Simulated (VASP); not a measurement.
# Sb in VASP: single point with PBE+D3(BJ)

Aim: the single point of Sb with PBE+D3(BJ).

Program: VASP 6.6.1. These are calculated values, not measurements. Logs are shortened: lines on timing, memory, paths and dates and some standing lists are left out, and cuts for length are marked.

**1. The cell of the first run**

The cell holds a slab with vacuum, 2 atoms: a = 4.096 Å, b = 4.096 Å, c = 26.870 Å, α = 90.00°, β = 90.00°, γ = 120.00°.

**2. Single point, PBE+D3(BJ)**

INCAR

```
SYSTEM = Sb
PREC     = Accurate       ! precision mode
ENCUT    = 400            ! plane-wave cutoff, eV
EDIFF    = 1E-6           ! SCF threshold, eV
ISMEAR   = 0              ! smearing method
SIGMA    = 0.04           ! smearing width, eV
LREAL    = .False.        ! projectors in reciprocal space
LASPH    = .True.         ! aspherical terms in the spheres
NELM     = 120            ! most SCF steps
ALGO     = Normal         ! electronic algorithm
ISIF     = 2              ! what is computed and relaxed
LWAVE    = .False.        ! write WAVECAR
LCHARG   = .False.        ! write CHGCAR
LDIPOL   = .True.       
IDIPOL   = 3            
DIPOL    = 0.5 0.5 0.323
GGA      = PE             ! functional
IVDW     = 12             ! dispersion correction
NBANDS   = 22             ! bands
GGA_COMPAT= .False.      
NELMDL   = -8
```

KPOINTS

```
regular mesh
0
Gamma
  12 12 1
  0 0 0
```

POSCAR

```
Sb
1.0
    4.0960309279      0.0000000000      0.0000000000
   -2.0480154639      3.5472668382      0.0000000000
    0.0000000000      0.0000000000     26.8700000000
Sb
2
Direct
    0.3333333333      0.6666666667      0.2921240057
    0.6666666667      0.3333333333      0.3532310704
```

Potentials or basis: VASP PAW PBE potentials, release 64 (Sb_d_GW).

Run with:

```bash
$ cat potpaw_PBE.64/Sb_d_GW/POTCAR > POTCAR
$ mpirun -np 1 vasp_std > vasp.out
```

OUTCAR:

```text
SYSTEM = Sb
   PREC = Accurate
   ENCUT = 400
   EDIFF = 1E-6
   ISMEAR = 0
   LREAL = .False.
   LASPH = .True.
   NELM = 120
   ISIF = 2
   GGA = PE
   IVDW = 12
   NELMDL = -8
 IVDW          = 12

 ion  position               nearest neighbor table
   1  0.333  0.667  0.292-   2 2.88   2 2.88   2 2.88
   2  0.667  0.333  0.353-   1 2.88   1 2.88   1 2.88

  LATTYP: Found a hexagonal cell.
 ALAT       =     4.0960309279
 C/A-ratio  =     6.5600090607

  Lattice vectors:

 A1 = (   4.0960309279,   0.0000000000,   0.0000000000)
 A2 = (  -2.0480154639,   3.5472668382,   0.0000000000)
 A3 = (   0.0000000000,   0.0000000000,  26.8700000000)

Analysis of symmetry for initial positions (statically):
=====================================================================
 Subroutine PRICEL returns:
 Original cell was already a primitive cell.

 Routine SETGRP: Setting up the symmetry group for a
 hexagonal supercell.

 Subroutine GETGRP returns: Found 12 space group operations
 (whereof  6 operations were pure point group operations)
 out of a pool of 24 trial point group operations.

The static configuration has the point symmetry C_3v.
 The point group associated with its full space group is D_3d.

Analysis of symmetry for dynamics (positions and initial velocities):
=====================================================================
 Subroutine PRICEL returns:
 Original cell was already a primitive cell.

 Routine SETGRP: Setting up the symmetry group for a
 hexagonal supercell.

 Subroutine GETGRP returns: Found 12 space group operations
 (whereof  6 operations were pure point group operations)
 out of a pool of 24 trial point group operations.

The dynamic configuration has the point symmetry C_3v.
 The point group associated with its full space group is D_3d.

 Subroutine INISYM returns: Found 12 space group operations
 (whereof  6 operations are pure point group operations),
 and found     1 'primitive' translations

----------------------------------------------------------------------------------------

                                     Primitive cell

  volume of cell :     390.4134

  direct lattice vectors                    reciprocal lattice vectors
     4.096030928  0.000000000  0.000000000     0.244138782  0.140953591  0.000000000
    -2.048015464  3.547266838  0.000000000     0.000000000  0.281907183  0.000000000
     0.000000000  0.000000000 26.870000000     0.000000000  0.000000000  0.037216226

  length of vectors
     4.096030928  4.096030928 26.870000000     0.281907183  0.281907183  0.037216226

  position of ions in fractional coordinates (direct lattice)
     0.333333333  0.666666667  0.292124006
     0.666666667  0.333333333  0.353231070

  ion indices of the primitive-cell ions
   primitive index   ion index
                 1           1
                 2           2

----------------------------------------------------------------------------------------

 KPOINTS: regular mesh

Automatic generation of k-mesh.
 Grid dimensions read from file:
 generate k-points for:   12   12    1

 Generating k-lattice:

  Cartesian coordinates                     Fractional coordinates (reciprocal lattice)
     0.020344898  0.011746133  0.000000000     0.083333333 -0.000000000  0.000000000
     0.000000000  0.023492265  0.000000000     0.000000000  0.083333333  0.000000000
     0.000000000  0.000000000  0.037216226     0.000000000  0.000000000  1.000000000

  Length of vectors
     0.023492265  0.023492265  0.037216226

  Shift w.r.t. Gamma in fractional coordinates (k-lattice)
     0.000000000  0.000000000  0.000000000

 Subroutine IBZKPT returns following result:
 ===========================================

 Found     19 irreducible k-points:

 Following reciprocal coordinates:
            Coordinates               Weight
  0.000000  0.000000  0.000000      1.000000
  0.083333  0.000000  0.000000      6.000000
  0.166667  0.000000  0.000000      6.000000
  0.250000  0.000000  0.000000      6.000000
  0.333333  0.000000  0.000000      6.000000
  0.416667  0.000000  0.000000      6.000000
[... 11 lines left out ...]
  0.333333  0.250000  0.000000     12.000000
  0.333333  0.333333  0.000000      2.000000
   k-points           NKPTS =     19   k-points in BZ     NKDIM =     19   number of bands    NBANDS=     22
   number of dos      NEDOS =    301   number of ions     NIONS =      2
   total plane-waves  NPLWV = 141120
   dimension x,y,z NGX =    28 NGY =   28 NGZ =  180
   dimension x,y,z NGXF=    56 NGYF=   56 NGZF=  360
   ions per type =               2
   NGX,Y,Z   is equivalent  to a cutoff of  11.36, 11.36, 11.14 a.u.
   NGXF,Y,Z  is equivalent  to a cutoff of  22.73, 22.73, 22.27 a.u.
 SYSTEM =  Sb
   PREC   = accura    normal or accurate (medium, high low for compatibility)
   ISTART =      0    job   : 0-new  1-cont  2-samecut
   ICHARG =      2    charge: 1-file 2-atom 10-const
   ISPIN  =      1    spin polarized calculation?
   LNONCOLLINEAR =      F non collinear calculations
   LSORBIT =      F    spin-orbit coupling
   LASPH  =      T    aspherical Exc in radial PAW
   ENCUT  =  400.0 eV  29.40 Ry    5.42 a.u.   6.68  6.68 43.82*2*pi/ulx,y,z
   NELM   =    120;   NELMIN=  2; NELMDL= -8     # of ELM steps
   EDIFF  = 0.1E-05   stopping-criterion for ELM
   LREAL  =      F    real-space projection
   EDIFFG = 0.1E-04   stopping-criterion for IOM
   NSW    =      0    number of steps for IOM
   IBRION =     -1    ionic relax: 0-MD 1-quasi-New 2-CG
   NFREE  =      0    steps in history (QN), initial steepest desc. (CG)
   ISIF   =      2    stress and relaxation
   ISYM   =      2    0-nonsym 1-usesym 2-fastsym
   POTIM  = 0.5000    time-step for ionic-motion
   TEBEG  =    0.0;   TEEND  =   0.0 temperature during run
   PSTRESS=    0.0 pullay stress
   NELECT =      30.0000    total number of electrons
   NUPDOWN=      -1.0000    fix difference up-down
   EMIN   =  10.00;   EMAX   =-10.00  energy-range for DOS
   EFERMI =   0.00;   METHOD = LEGACY
   ISMEAR =     0;   SIGMA  =   0.04  broadening in eV -4-tet -1-fermi 0-gaus
   EFERMI_NEDOS =   21; number of points for ismear=-14 and -15
   IALGO  =     38    algorithm
   IMIX   =      4    mixing-type and parameters
     AMIX     =   0.40;   BMIX     =  1.00
     AMIX_MAG =   1.60;   BMIX_MAG =  1.00
  volume/ion in A,a.u.               =     195.21      1317.32
  Fermi-wavevector in a.u.,A,eV,Ry     =   0.695996  1.315243  6.590812  0.484411
  Thomas-Fermi vector in A             =   1.778924
   LORBIT       =      0    0 simple, 1 ext, 2 COOP (PROOUT), +10 PAW based schemes
   GGA     = PE    functional components
   LHFCALC =     F    Hartree Fock is set to
   AEXX    =    0.0000 exact exchange contribution
   IVDW    =    12    specifies the selected vdW correction
   LEPSILON=     F    determine dielectric tensor
   LRPA    =     F    only Hartree local field effects (RPA)
 non-spin polarized calculation
 Gauss-broadening in eV      SIGMA  =   0.04
  energy-cutoff  :      400.00
  volume of cell :      390.41
 maximum number of plane-waves:      7145
 NGX is ok and might be reduce to    28
   NGX = 13   NGY = 13   NGZ = 87

 dipolmoment           0.000000      0.000000     -0.000001 electrons x Angstroem

 number of electron      29.9999970 magnetization

 dipolmoment           0.000000      0.000000      0.000001 electrons x Angstroem

 Free energy of the ion-electron system (eV)
  ---------------------------------------------------
  ext. energy  EPLUGINS =         0.00000000
  ---------------------------------------------------
  free energy    TOTEN  =        -8.15149769 eV

  energy without entropy =       -8.15149769  energy(sigma->0) =       -8.15149769

 E-fermi :  -3.0946     XC(G=0):  -2.0732

 val. band max:       -3.3097291485   @ k =   0.0000   0.0000   0.0000
 cond. band min:      -2.0595732177   @ k =   0.3333   0.0000   0.0000
 fundamental gap:      1.2501559308
 Fermi energy:        -3.0946117611

 k-point     1 :       0.0000    0.0000    0.0000
  band No.  band energies     occupation
      1     -31.9127      2.00000
      2     -31.9127      2.00000
      3     -31.8393      2.00000
      4     -31.8393      2.00000
      5     -31.7934      2.00000
      6     -31.7300      2.00000
[... 14 lines left out ...]
     21       1.6327      0.00000
     22       1.9350      0.00000

 k-point     2 :       0.0833    0.0000    0.0000
  band No.  band energies     occupation
      1     -31.9122      2.00000
      2     -31.9091      2.00000
      3     -31.8388      2.00000
      4     -31.8371      2.00000
      5     -31.7924      2.00000
      6     -31.7316      2.00000
[... 14 lines left out ...]
     21       1.7155      0.00000
     22       2.0202      0.00000

 k-point     3 :       0.1667    0.0000    0.0000
  band No.  band energies     occupation
      1     -31.9108      2.00000
      2     -31.8986      2.00000
      3     -31.8375      2.00000
      4     -31.8304      2.00000
      5     -31.7893      2.00000
      6     -31.7363      2.00000
[... 14 lines left out ...]
     21       1.9546      0.00000
     22       2.2630      0.00000

 k-point     4 :       0.2500    0.0000    0.0000
  band No.  band energies     occupation
      1     -31.9089      2.00000
      2     -31.8827      2.00000
      3     -31.8353      2.00000
      4     -31.8203      2.00000
      5     -31.7837      2.00000
      6     -31.7437      2.00000
[... 14 lines left out ...]
     21       2.3439      0.00000
     22       2.6347      0.00000

 k-point     5 :       0.3333    0.0000    0.0000
  band No.  band energies     occupation
      1     -31.9069      2.00000
      2     -31.8649      2.00000
      3     -31.8306      2.00000
      4     -31.8076      2.00000
      5     -31.7768      2.00000
      6     -31.7537      2.00000
[... 14 lines left out ...]
     21       2.7939      0.00000
     22       3.1433      0.00000

 k-point     6 :       0.4167    0.0000    0.0000
  band No.  band energies     occupation
      1     -31.9054      2.00000
      2     -31.8532      2.00000
      3     -31.8186      2.00000
      4     -31.7936      2.00000
      5     -31.7722      2.00000
      6     -31.7658      2.00000
[... 14 lines left out ...]
     21       3.3686      0.00000
     22       3.7105      0.00000

 k-point     7 :       0.5000    0.0000    0.0000
  band No.  band energies     occupation
      1     -31.9048      2.00000
      2     -31.8502      2.00000
      3     -31.8077      2.00000
      4     -31.7798      2.00000
      5     -31.7790      2.00000
      6     -31.7745      2.00000
[... 199 lines left out ...]
      6     -31.7643      2.00000
[... 14 lines left out ...]
     21       3.5787      0.00000
     22       3.9521      0.00000

 k-point    16 :       0.4167    0.1667    0.0000
  band No.  band energies     occupation
      1     -31.9050      2.00000
      2     -31.8381      2.00000
      3     -31.8029      2.00000
      4     -31.7922      2.00000
      5     -31.7853      2.00000
      6     -31.7650      2.00000
[... 14 lines left out ...]
     21       3.9439      0.00000
     22       4.0994      0.00000

 k-point    17 :       0.2500    0.2500    0.0000
  band No.  band energies     occupation
      1     -31.9057      2.00000
      2     -31.8359      2.00000
      3     -31.8220      2.00000
      4     -31.8001      2.00000
      5     -31.7760      2.00000
      6     -31.7630      2.00000
[... 14 lines left out ...]
     21       3.4715      0.00000
     22       3.5426      0.00000

 k-point    18 :       0.3333    0.2500    0.0000
  band No.  band energies     occupation
      1     -31.9051      2.00000
      2     -31.8256      2.00000
      3     -31.8103      2.00000
      4     -31.7929      2.00000
      5     -31.7873      2.00000
      6     -31.7604      2.00000
[... 14 lines left out ...]
     21       3.7506      0.00000
     22       4.1903      0.00000

 k-point    19 :       0.3333    0.3333    0.0000
  band No.  band energies     occupation
      1     -31.9050      2.00000
      2     -31.8092      2.00000
      3     -31.8092      2.00000
      4     -31.8081      2.00000
      5     -31.7737      2.00000
      6     -31.7737      2.00000
[... 14 lines left out ...]
     21       4.0215      0.00000
     22       4.5601      0.00000

------------------------ aborting loop because EDIFF is reached ----------------------------------------

 vacuum level on the upper side and lower side of the slab       (xc-potential included)        -0.008        -0.008

 Edisp (eV)   -0.46665

 E8    (eV) :    -0.2323

  FORCE on cell =-STRESS in cart. coord.  units (eV):
  Direction    XX          YY          ZZ          XY          YZ          ZX
  --------------------------------------------------------------------------------------
  -------------------------------------------------------------------------------------
  Total      -0.39193    -0.39193    -0.15477    -0.00000     0.00000     0.00000
  in kB      -1.60842    -1.60842    -0.63516    -0.00000     0.00000     0.00000
  external pressure =       -1.28 kB  Pullay stress =        0.00 kB

 VOLUME and BASIS-vectors are now :
 -----------------------------------------------------------------------------
  energy-cutoff  :      400.00
  volume of cell :      390.41
      direct lattice vectors                 reciprocal lattice vectors
     4.096030928  0.000000000  0.000000000     0.244138782  0.140953591  0.000000000
    -2.048015464  3.547266838  0.000000000     0.000000000  0.281907183  0.000000000
     0.000000000  0.000000000 26.870000000     0.000000000  0.000000000  0.037216226

 POSITION                                       TOTAL-FORCE (eV/Angst)
 -----------------------------------------------------------------------------------
     -0.00000      2.36484      7.84937         0.000000      0.000000      0.013895
      2.04802      1.18242      9.49132        -0.000000     -0.000000     -0.013895
 -----------------------------------------------------------------------------------
    total drift:                                0.000000      0.000000      0.000099

  FREE ENERGIE OF THE ION-ELECTRON SYSTEM (eV)
  ---------------------------------------------------
  free  energy   TOTEN  =        -8.6181468740 eV

  energy  without entropy=       -8.6181468740  energy(sigma->0) =       -8.61814687

 vacuum level on the upper side and lower side of the slab         1.458         1.458
```

It took 2.8 min on 1 thread of AMD EPYC 7R13 (Zen 3), shared host; peak memory 0.4 GiB.

What came out:

```yaml
Free_energy: -8.6181 eV
Largest_force: 0.014 eV/Å
Band_gap_on_the_k_mesh: 1.25 eV (least direct gap 1.62 eV)
Dispersion_energy_per_atom: -0.233 eV
```

Forces on the atoms (eV/Å):
```
Sb   0.000  0.000  0.014
Sb   0.000  0.000 -0.014
```

Levels at points of the mesh, in eV from the valence-band top:
```csv
k point,band 11,band 12,band 13,band 14,band 15,band 16,band 17,band 18,band 19,band 20
"(0.00, 0.00, 0.00)",-11.36,-6.38,-0.69,0.00,0.00,1.62,2.79,2.79,4.24,4.49
"(0.50, 0.00, 0.00)",-9.41,-7.82,-3.02,-1.58,-1.54,1.63,2.39,3.53,5.04,6.79
```

Caveat: spin-orbit coupling is left out, which moves the levels of the heavy elements.
